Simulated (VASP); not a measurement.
**ZrB2: single point with r2SCAN+U**

The system is ZrB2.

```
CELL_PARAMETERS angstrom
3.16887 0.00000 0.00000
-1.58443 2.74432 0.00000
0.00000 0.00000 3.57574
ATOMIC_POSITIONS crystal
Zr 0.00000 0.00000 0.00000
B 0.66667 0.33333 0.50000
B 0.33333 0.66667 0.50000
```

```json
{"Program": "VASP 6.6.1", "Task": "single point", "Functional": "r2SCAN", "Potentials or basis": "VASP PAW PBE potentials, release 64 (Zr_sv, B)", "Cutoff": "520 eV", "k mesh": "10 × 10 × 8", "Occupations": "fermi-dirac, width 0.05 eV", "Spin": "no spin polarisation", "Hubbard terms": "Zr d U = 2.0 eV"}
```

- Pressure: 2.8 GPa
- Band gap on the k mesh: zero (band 9 reaches 11.58 eV, above the bottom of band 10 at 10.53 eV)

Stress tensor (GPa, compression positive):
```
2.97 0.00 0.00
0.00 2.97 0.00
0.00 0.00 2.52
```

Levels at points of the mesh, in eV from the Fermi level:
```csv
k point,band 7,band 8,band 9,band 10,band 11,band 12
"(0.00, 0.00, 0.00)",-2.67,-2.67,-2.65,3.82,3.82,4.38
"(0.50, 0.00, 0.00)",-4.13,-3.35,-2.68,2.09,2.62,5.32
"(0.00, 0.00, 0.50)",-1.07,-1.07,0.60,0.60,0.99,0.99
"(0.50, 0.00, 0.50)",-4.79,-4.36,-2.47,3.99,4.07,5.72
```

Eigenvalues of the final occupation matrices:
```csv
site,spin,trace,eigenvalues
site 1 d,1,0.83,0.15 0.16 0.16 0.18 0.18
site 1 d,2,0.83,0.15 0.16 0.16 0.18 0.18
```

Run time: 89 s on 1 thread of Intel(R) Xeon(R) Platinum 8259CL CPU @ 2.50GHz (Skylake/Cascade Lake) (shared host), peak memory 0.17 GiB.

Caveat: the PAW data sets were made with another functional, which shifts forces and pressure a little; U without spin polarisation on a metal has little footing; the U is typed as a test and isn't derived for this compound.
